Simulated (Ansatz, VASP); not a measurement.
# CsPbCl3 in VASP and in Ansatz

File INCAR:

```
PREC = Accurate ; ENCUT = 500
EDIFF = 1E-6 ; ISMEAR = -1
SIGMA = 0.05 ; LREAL = False
LASPH = True ; NELM = 120
ALGO = Normal ; ISIF = 2
LWAVE = False ; LCHARG = True
GGA = LIBXC ; LIBXC1 = GGA_X_B88
LIBXC2 = GGA_C_PBE ; LELF = True
LVHAR = True ; NBANDS = 30
GGA_COMPAT = False
```

The input KPOINTS:

```
Automatic mesh
0
Gamma
  5 5 5
```

Contents of POSCAR:

```
CsPbCl3
1.0
    5.7149298697      0.0000000000      0.0000000000
    0.0000000000      5.7149298697      0.0000000000
    0.0000000000      0.0000000000      5.7149298697
Pb Cs Cl
1 1 3
Direct
    0.5000000000      0.5000000000      0.5000000000
    0.0000000000      0.0000000000      0.0000000000
    0.5000000000      0.0000000000      0.5000000000
    0.0000000000      0.5000000000      0.5000000000
    0.5000000000      0.5000000000      0.0000000000
```

The input input.yaml:

```yaml
crystal:
  lattice:
    - [5.7149298697, 0.0, 0.0]
    - [0.0, 5.7149298697, 0.0]
    - [0.0, 0.0, 5.7149298697]
  atoms:
    - { symbol: Pb, position: [0.5, 0.5, 0.5] }
    - { symbol: Cs, position: [0.0, 0.0, 0.0] }
    - { symbol: Cl, position: [0.5, 0.0, 0.5] }
    - { symbol: Cl, position: [0.0, 0.5, 0.5] }
    - { symbol: Cl, position: [0.5, 0.5, 0.0] }
hamiltonian:
  xc: { exchange: b88, correlation: pbe }
  pseudopotentials: { kind: paw }
kpoints:
  mp_grid: { grid: [5, 5, 5] }
scf:
  occupations: { method: fermi_dirac, width: 0.05 }
output:
  forces: true
  stress: true
  eigenvalues: true
```

Alike in both runs: task single point; functional b88 exchange, pbe correlation; k mesh 5 × 5 × 5; occupations fermi-dirac, width 0.05 eV; no spin polarisation.

```csv
,VASP,Ansatz
version,VASP 6.6.1,Ansatz 0.2.0
potentials or method,"VASP PAW PBE potentials, release 64 (Pb_d, Cs_sv, Cl)",Ansatz PAW
plane-wave cutoff (eV),500,420
valence electrons in the cell,44,44
```

|  | VASP | Ansatz | Ansatz less VASP |
| --- | --- | --- | --- |
| gap on the k mesh at the Fermi level (eV) | 3.10 | 3.09 | -0.008 |
| least direct gap on the mesh (eV) | 3.10 | 3.09 | -0.008 |
| pressure (GPa) | 0.4 | 0.5 | +0.06 |

VASP's potentials were made for PBE, not for b88 exchange, pbe correlation.

Spin-orbit coupling is off throughout. Noted on Ansatz's run: odd divisions of the mesh miss points on the zone boundary, where band edges often lie, so the gap on the mesh can be too wide.
